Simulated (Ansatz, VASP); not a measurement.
# C in VASP and in Ansatz

INCAR

```
SYSTEM = C
ALGO = Normal
EDIFF = 1E-6
ENCUT = 600
GGA = PS
GGA_COMPAT = .False.
ISIF = 2
ISMEAR = 0
LASPH = .True.
LCHARG = .True.
LELF = .True.
LREAL = .False.
LVHAR = .True.
LWAVE = .False.
NBANDS = 11
NELM = 120
PREC = Accurate
SIGMA = 0.02
```

Contents of KPOINTS:

```
k-points
0
Gamma
  12 12 12
  0 0 0
```

Contents of POSCAR:

```
C
1.0
    0.0000000000      1.7768339405      1.7768339405
    1.7768339405      0.0000000000      1.7768339405
    1.7768339405      1.7768339405      0.0000000000
C
2
Direct
    0.0000000000      0.0000000000      0.0000000000
    0.2500000000      0.2500000000      0.2500000000
```

Input for Ansatz:

```yaml
crystal:
  lattice:
    - [0.0, 1.7768339405, 1.7768339405]
    - [1.7768339405, 0.0, 1.7768339405]
    - [1.7768339405, 1.7768339405, 0.0]
  atoms:
    - { symbol: C, position: [0.0, 0.0, 0.0] }
    - { symbol: C, position: [0.25, 0.25, 0.25] }
basis:
  ecutwfc: 420
kpoints:
  mp_grid: { grid: [12, 12, 12] }
  band_path:
    path:
      - [[0.0, 0.0, 0.0], [0.5, 0.0, 0.5], [0.625, 0.25, 0.625]]
      - [[0.375, 0.375, 0.75], [0.0, 0.0, 0.0], [0.5, 0.5, 0.5], [0.5, 0.25, 0.75], [0.5, 0.0, 0.5]]
    npoints: 10
hamiltonian:
  xc: pbesol
  pseudopotentials: { kind: paw, azcp: { folder: soft_1 } }
scf:
  occupations: { method: gaussian, width: 0.02 }
  n_extra_bands: 7
output:
  forces: true
  stress: true
  eigenvalues: true
```

Alike in both runs: task single point; functional PBEsol; k mesh 12 × 12 × 12; occupations gaussian, width 0.02 eV; no spin polarisation.

|  | VASP | Ansatz |
| --- | --- | --- |
| version | VASP 6.6.1 | Ansatz 0.2.0 |
| potentials or method | VASP PAW PBE potentials, release 64 (C), cutoff 600 eV | scalar-relativistic, plane waves, PAW |
| valence electrons in the cell | 8 | 8 |

Ansatz gave:

| Item | Value |
| --- | --- |
| gap on the k mesh at the Fermi level (eV) | 4.07 |
| least direct gap on the mesh (eV) | 5.57 |
| pressure (GPa) | 0.0 |

Task: Which values does VASP return?

Result: gap on the k mesh at the Fermi level (eV): 4.06; least direct gap on the mesh (eV): 5.57; pressure (GPa): 0.5.

VASP's potentials were made for PBE, not for PBEsol, and Ansatz warns of the same on its side.
